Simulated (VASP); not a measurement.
Write the native input for VASP 6.6.1 that does the following.

- Task: single point
- Functional: PBEsol
- Potentials or basis: VASP PAW PBE potentials, release 64 (W_sv)
- Cutoff: 500 eV
- k mesh: 20 × 20 × 20
- Occupations: gaussian, width 0.15 eV
- Spin: no spin polarisation
- Dipole correction: no
- Further INCAR settings: ALGO = Normal; EDIFF = 1e-06; NBANDS = 13

The structure of W lies in POSCAR:

```
W
1.0
   -0.0999563461      1.9991269217      1.8991705756
    1.8991705756      0.0000000000      1.7992142295
    1.9991269217      1.9991269217     -0.0999563461
W
1
Direct
    0.0000000000      0.0000000000      0.0000000000
```

This cell differs from its parent crystal: engineering shear strain xz -0.1000, normal strain along z -0.0500.

The input as run:

INCAR

```
PREC = Accurate ; ENCUT = 500
EDIFF = 1E-6 ; ISMEAR = 0
SIGMA = 0.15 ; LREAL = F
LASPH = T ; NELM = 120
ALGO = Normal ; ISIF = 2
LWAVE = F ; LCHARG = T
GGA = PS ; LELF = T
LVHAR = T ; NBANDS = 13
GGA_COMPAT = F
```

KPOINTS

```
regular mesh
0
Gamma
  20 20 20
```

Potentials or basis: VASP PAW PBE potentials, release 64 (W_sv).

Launch:

```sh
$ cat potpaw_PBE.64/W_sv/POTCAR > POTCAR
$ mpirun -np 1 vasp_std > vasp.out
```

Results of the run:

```yaml
Pressure: 21.0 GPa
Band_gap_on_the_k_mesh: zero (bands 7 and 8 overlap by 5.09 eV)
```

Caveat: the cell differs from its parent crystal (engineering shear strain xz -0.1000, normal strain along z -0.0500); the stress differs along the axes, from 13 to 26 GPa; the PAW data sets were made with another functional, which shifts forces and pressure a little; spin-orbit coupling is left out, which moves the levels of the heavy elements.

Wall time 3.1 min on 1 thread of Intel(R) Xeon(R) Platinum 8559C (Emerald Rapids), on a shared host, peak memory 0.45 GiB.
